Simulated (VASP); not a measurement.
# ZnS (F-43m) in VASP: a series of runs, part 2 of 2

VASP 6.6.1. The steps go on from the part before.

### 5 Relaxation of the atoms, r2SCAN

This run uses another cell than the first one, of 19.97 Å³/atom, 1.041 times its volume.

POSCAR

```
ZnS
1.0
    0.0000000000      2.7130308900      2.7130308900
    2.7130308900      0.0000000000      2.7130308900
    2.7130308900      2.7130308900      0.0000000000
Zn S
1 1
Direct
    0.2500000000      0.2500000000      0.2500000000
    0.0000000000      0.0000000000      0.0000000000
```

INCAR.step1

```
ALGO     = Normal         # electronic algorithm
EDIFF    = 1E-4           # SCF threshold, eV
ENCUT    = 520            # plane-wave cutoff, eV
GGA      = PE             # functional
ISMEAR   = -1             # smearing method
LASPH    = True           # aspherical terms in the spheres
LCHARG   = False          # write CHGCAR
LREAL    = False          # projectors in reciprocal space
LWAVE    = True           # write WAVECAR
NELM     = 100            # most SCF steps
PREC     = Accurate       # precision mode
SIGMA    = 0.02           # smearing width, eV
```

INCAR.step2

```
ALGO     = Normal         # electronic algorithm
EDIFF    = 1E-6           # SCF threshold, eV
EDIFFG   = -0.01          # ionic threshold
ENCUT    = 520            # plane-wave cutoff, eV
IBRION   = 2              # ionic algorithm
ISIF     = 2              # what is computed and relaxed
ISMEAR   = -1             # smearing method
ISTART   = 1            
LASPH    = True           # aspherical terms in the spheres
LCHARG   = False          # write CHGCAR
LMIXTAU  = True         
LREAL    = False          # projectors in reciprocal space
LWAVE    = False          # write WAVECAR
METAGGA  = R2SCAN         # meta-GGA
NELM     = 100            # most SCF steps
NSW      = 50             # ionic steps
PREC     = Accurate       # precision mode
SIGMA    = 0.02           # smearing width, eV
```

KPOINTS

```
k-points
0
Gamma
  10 10 10
```

Launch:

```console
$ cat potpaw_PBE.64/Zn/POTCAR potpaw_PBE.64/S/POTCAR > POTCAR
$ cp INCAR.step1 INCAR
$ mpirun -np 1 vasp_std > vasp.out
$ cp INCAR.step2 INCAR
$ mpirun -np 1 vasp_std > vasp.out
```

It took 58 s on 1 thread of AMD EPYC 9R45 (Zen 5), shared host; peak memory 0.15 GiB.

It converged, with:

| Quantity | Value |
| --- | --- |
| Free energy | -18.8628 eV |
| Pressure after relaxing | -1.5 GPa |
| Band gap on the k mesh | 2.62 eV, direct |

Final structure:
```
Zn S
1.0
     0.00000    2.71303    2.71303
     2.71303    0.00000    2.71303
     2.71303    2.71303    0.00000
Zn S
1 1
Direct
  0.25000 0.25000 0.25000
  0.00000 0.00000 0.00000
```

Levels at points of the mesh, in eV from the valence-band top:
| k point | band 6 | band 7 | band 8 | band 9 | band 10 | band 11 | band 12 | band 13 |
| --- | --- | --- | --- | --- | --- | --- | --- | --- |
| (0.00, 0.00, 0.00) | -5.92 | 0.00 | 0.00 | 0.00 | 2.62 | 6.91 | 6.91 | 6.91 |
| (0.50, 0.00, 0.00) | -5.73 | -5.31 | -0.87 | -0.87 | 3.79 | 7.40 | 7.40 | 9.37 |
| (0.50, 0.50, 0.00) | -5.71 | -4.56 | -2.24 | -2.24 | 3.75 | 4.48 | 11.67 | 12.74 |

Caveat: the relaxation stopped at its first step, so nothing moved; the PAW data sets were made with another functional, which shifts forces and pressure a little.

### 6 Relaxation of the atoms, r2SCAN

This run uses another cell than the first one, of 20.36 Å³/atom, 1.061 times its volume.

POSCAR

```
ZnS
1.0
    0.0000000000      2.7306484700      2.7306484700
    2.7306484700      0.0000000000      2.7306484700
    2.7306484700      2.7306484700      0.0000000000
Zn S
1 1
Direct
    0.2500000000      0.2500000000      0.2500000000
    0.0000000000      0.0000000000      0.0000000000
```

INCAR.step1

```
SYSTEM = ZnS
PREC = Accurate ; ENCUT = 520
ISMEAR = -1 ; SIGMA = 0.02
LREAL = .False. ; LASPH = .True.
NELM = 80 ; GGA = PE
ALGO = Normal ; EDIFF = 1E-4
LWAVE = .True. ; LCHARG = .False.
```

INCAR.step2

```
SYSTEM = ZnS
PREC = Accurate ; ENCUT = 520
EDIFF = 1E-6 ; ISMEAR = -1
SIGMA = 0.02 ; LREAL = .False.
LASPH = .True. ; NELM = 80
ALGO = Normal ; ISIF = 2
LWAVE = .False. ; LCHARG = .False.
METAGGA = R2SCAN ; LMIXTAU = .True.
IBRION = 2 ; NSW = 50
EDIFFG = -0.01 ; ISTART = 1
```

KPOINTS

```
Automatic mesh
0
Gamma
  10 10 10
  0 0 0
```

Potentials or basis: VASP PAW PBE potentials, release 64 (Zn, S).

Launch:

```console
$ cat potpaw_PBE.64/Zn/POTCAR potpaw_PBE.64/S/POTCAR > POTCAR
$ cp INCAR.step1 INCAR
$ mpirun -np 1 vasp_std > vasp.out
$ cp INCAR.step2 INCAR
$ mpirun -np 1 vasp_std > vasp.out
```

Run time: 57 s. Hardware: 1 thread of AMD EPYC 9R45 (Zen 5), shared host; peak memory 0.15 GiB.

Results (log left out):

* Free energy: -18.8519 eV
* Pressure after relaxing: -2.8 GPa
* Band gap on the k mesh: 2.53 eV, direct

Final structure:
```xyz
2
Lattice="0.0000 2.7306 2.7306 2.7306 0.0000 2.7306 2.7306 2.7306 0.0000" Properties=species:S:1:pos:R:3 pbc="T T T"
Zn    1.3653    1.3653    1.3653
S     0.0000    0.0000    0.0000
```

Levels at points of the mesh, in eV from the valence-band top:
| k point | band 5 | band 6 | band 7 | band 8 | band 9 | band 10 | band 11 | band 12 | band 13 |
| --- | --- | --- | --- | --- | --- | --- | --- | --- | --- |
| (0.00, 0.00, 0.00) | -5.87 | -5.87 | 0.00 | 0.00 | 0.00 | 2.53 | 6.92 | 6.92 | 6.92 |
| (0.50, 0.00, 0.00) | -5.85 | -5.69 | -5.18 | -0.84 | -0.84 | 3.75 | 7.41 | 7.41 | 9.29 |
| (0.50, 0.50, 0.00) | -5.80 | -5.67 | -4.49 | -2.16 | -2.16 | 3.80 | 4.48 | 11.52 | 12.60 |

Caveat: the relaxation stopped at its first step, so nothing moved; the PAW data sets were made with another functional, which shifts forces and pressure a little.

### 7 Summary

| cell | gap on the mesh (eV) | pressure (GPa) |
| --- | --- | --- |
| atoms relaxed from a = 3.786 Å, angles 60.0°, 2 atoms | 2.81 | 1.6 |
| atoms relaxed from a = 3.812 Å, angles 60.0°, 2 atoms | 2.71 | 0.0 |
| atoms relaxed from a = 3.886 Å, angles 60.0°, 2 atoms | 2.44 | -4.0 |
| atoms relaxed from a = 3.837 Å, angles 60.0°, 2 atoms | 2.62 | -1.5 |
| atoms relaxed from a = 3.862 Å, angles 60.0°, 2 atoms | 2.53 | -2.8 |

Alike in all rows: task relaxation of the atoms; level r2SCAN; potentials or basis VASP PAW PBE potentials, release 64 (Zn, S); no spin polarisation; k mesh 10 × 10 × 10; cutoff (eV) 520; smearing fermi-dirac 0.02 eV.

Caveats: the relaxation stopped at its first step, so nothing moved; the PAW data sets were made with another functional, which shifts forces and pressure a little.

Absolute energies hang on the potentials; compare differences alone.

### 8 How close it comes

Step 2. Measured gap of ZnS: 3.85 eV (direct; 19 K; quoted in “Electronic, vibrational, and thermodynamic properties of ZnS (zincblende and rocksalt structure)”, 2009, arxiv:0911.5022). This calculation gives 2.81 eV (-1.04 eV). The value is that of r2SCAN, without temperature or zero-point motion.

Step 3. A measured gap of ZnS is 3.85 eV (direct; 19 K; quoted in “Electronic, vibrational, and thermodynamic properties of ZnS (zincblende and rocksalt structure)”, 2009, arxiv:0911.5022); the calculated 2.71 eV misses it by -1.14 eV. The value is that of r2SCAN, without temperature or zero-point motion.

Step 5. A measured gap of ZnS is 3.85 eV (direct; 19 K; quoted in “Electronic, vibrational, and thermodynamic properties of ZnS (zincblende and rocksalt structure)”, 2009, arxiv:0911.5022); the calculated 2.62 eV misses it by -1.23 eV. The value is that of r2SCAN, without temperature or zero-point motion.

Step 6. Measured gap of ZnS: 3.85 eV (direct; 19 K; quoted in “Electronic, vibrational, and thermodynamic properties of ZnS (zincblende and rocksalt structure)”, 2009, arxiv:0911.5022). This calculation gives 2.53 eV (-1.32 eV). The value is that of r2SCAN, without temperature or zero-point motion.
